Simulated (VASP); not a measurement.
Li27F28 (a cell with a defect), 55 atoms in the cell. The cell holds a defect, 55 atoms: a = 8.501 Å, b = 8.501 Å, c = 8.501 Å, α = 60.00°, β = 60.00°, γ = 60.00°. 

- Program: VASP 6.6.1
- Task: single point
- Functional: PBEsol
- Potentials or basis: VASP PAW PBE potentials, release 64 (F, Li_sv)
- Cutoff: 520 eV
- k mesh: 1 × 1 × 1
- Occupations: fermi-dirac, width 0.05 eV
- Spin: no spin polarisation
- Dipole correction: no
- Charge: -2
- Further INCAR settings: LREAL = Auto; ALGO = Normal; EDIFF = 1e-06; NBANDS = 172; NELECT = 279.0

Potentials or basis: VASP PAW PBE potentials, release 64 (F, Li_sv).

Launch:

```console
$ cat potpaw_PBE.64/F/POTCAR potpaw_PBE.64/Li_sv/POTCAR > POTCAR
$ mpirun -np 1 vasp_gam > vasp.out
```

Hardware: 1 thread of Oxide Virtual Turin-like Processor (shared host).

Problem. Estimate the wall time of this run.

Solution. It took 3.3 min on 1 thread of Oxide Virtual Turin-like Processor (shared host), peak memory 0.5 GiB. Counts: scf iterations 16, k points 1.
